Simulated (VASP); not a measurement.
SnTe3:

```
CELL_PARAMETERS angstrom
0.00000 3.86122 3.86122
3.86122 0.00000 3.86122
3.86122 3.86122 0.00000
ATOMIC_POSITIONS crystal
Te 0.50000 0.50000 0.50000
Te 0.75000 0.75000 0.75000
Te 0.25000 0.25000 0.25000
Sn 0.00000 0.00000 0.00000
```

Base run:

| Quantity | Value |
| --- | --- |
| Program | VASP 6.6.1 |
| Functional | r2SCAN |
| Potentials or basis | VASP PAW PBE potentials, release 64 (Te, Sn_d) |
| Cutoff | 520 eV |
| k mesh | 6 × 6 × 6 |
| Occupations | fermi-dirac, width 0.05 eV |
| Spin | no spin polarisation |

Its results: band gap on the k mesh zero (band 16 reaches 8.03 eV, above the bottom of band 17 at 5.69 eV); pressure 0.0 GPa.

Problem. After a change of settings the same cell gave: band gap on the k mesh zero (band 16 reaches 8.04 eV, above the bottom of band 17 at 5.69 eV); pressure 0.4 GPa. Which change was it?
A. functional from r2SCAN to LDA; potentials or basis from VASP PAW PBE potentials, release 64 (Te, Sn_d) to VASP PAW LDA potentials, release 64 (Te, Sn_d)
B. functional from r2SCAN to PBEsol; dispersion from none to D3(BJ)
C. k mesh from 6 × 6 × 6 to 4 × 4 × 4

Solution. C.

Caveats: the PAW data sets were made with another functional, which shifts forces and pressure a little; spin-orbit coupling is left out, which moves the levels of the heavy elements.
